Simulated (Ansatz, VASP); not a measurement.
# Two plane-wave programs on S

INCAR

```
SYSTEM = S
  PREC = Accurate
  ENCUT = 520
  EDIFF = 1E-6
  ISMEAR = 0
  SIGMA = 0.15
  LREAL = .FALSE.
  LASPH = .TRUE.
  NELM = 60
  ALGO = Normal
  ISIF = 2
  LWAVE = .FALSE.
  LCHARG = .FALSE.
  NBANDS = 9
```

File KPOINTS:

```
Automatic mesh
0
G
  20 20 20
  0 0 0
```

POSCAR

```
S
1.0
    0.0000000000      2.0242655992      2.0541808543
    2.0242655992      0.0000000000      2.0541808543
    2.0242655992      2.0242655992      0.0000000000
S
1
Direct
    0.0000000000      0.0000000000      0.0000000000
```

Input for Ansatz:

```yaml
crystal:
  lattice:
    - [0.0, 2.0242655992, 2.0541808543]
    - [2.0242655992, 0.0, 2.0541808543]
    - [2.0242655992, 2.0242655992, 0.0]
  atoms:
    - { symbol: S, position: [0.0, 0.0, 0.0] }
basis:
  ecutwfc: 420
kpoints:
  mp_grid: { grid: [20, 20, 20] }
hamiltonian:
  xc: lda
scf:
  occupations: { method: gaussian, width: 0.15 }
output:
  forces: true
  stress: true
  eigenvalues: true
```

Change from the starting cell: strain +0.015 along x and y, +0.030 along z, atoms carried along.

Alike in both runs: task single point; functional LDA; k mesh 20 × 20 × 20; occupations gaussian, width 0.15 eV; no spin polarisation.

|  | VASP | Ansatz |
| --- | --- | --- |
| version | VASP 6.6.1 | Ansatz 0.2.0 |
| potentials or method | VASP PAW LDA potentials, release 64 (S), cutoff 520 eV | scalar-relativistic, plane waves, PAW |
| valence electrons in the cell | 6 | 6 |

Ansatz gave:

```
gap on the k mesh at the Fermi level (eV)                     : none
pressure (GPa)                                                : -10.3
traceless stress, the component that is largest in VASP (GPa) : 0.82
```

Task: Estimate VASP's values.

Result: gap on the k mesh at the Fermi level (eV): none; pressure (GPa): -10.4; traceless stress, the component that is largest in VASP (GPa): 0.82.

LDA's correlation is that of Perdew and Zunger in VASP and of Perdew and Wang (1992) in Ansatz. A gap of «none» marks a metal or a gap that the smearing closes.
